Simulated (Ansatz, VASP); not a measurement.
# One calculation of LiTi12, two programs

```xyz
13
Lattice="5.9000 0.0000 0.0000 -4.4250 7.6643 0.0000 0.0000 0.0000 4.6846" Properties=species:S:1:pos:R:3 pbc="T T T"
Ti    0.0905    0.1364   -0.0916
Ti    0.1555    1.7143    2.0789
Ti   -1.5558    2.1285   -0.7880
Ti   -1.4094    4.8141    3.0349
Ti   -3.1023    5.2217    0.1788
Ti   -3.0561    6.8089    2.3389
Ti    2.8852   -0.1414   -0.1472
Ti    2.7558    1.6186    1.9810
Ti    1.4274    2.6689   -0.2086
Ti    1.5156    4.2784    2.4513
Ti    0.1933    5.3328    0.2553
Ti    0.0471    7.0894    2.3913
Li   -1.4629    3.4703    5.8076
```

Alike in both runs: functional LDA; k mesh 3 × 2 × 4; occupations fermi-dirac, width 0.15 eV; no spin polarisation.

Ansatz relaxed the structure, and its values are those at the end. VASP's run is a single point on that final structure, the one shown.

|  | VASP | Ansatz |
| --- | --- | --- |
| version | VASP 6.6.1 | Ansatz 0.2.0 |
| potentials or method | VASP PAW LDA potentials, release 64 (Ti_sv, Li_sv), cutoff 520 eV | scalar-relativistic, plane waves, PAW |
| valence electrons in the cell | 147 | 147 |

```tsv
	VASP	Ansatz	Ansatz less VASP
rms of the force components (eV/Å)	0.008	0.008	-0.0006
```

LDA's correlation is that of Perdew and Zunger in VASP and of Perdew and Wang (1992) in Ansatz.

The k mesh is coarse, so the values compare programs but aren't converged. Noted on VASP's run: the cutoff is under 1.25 times that of the potentials, so the pressure is a little rough.
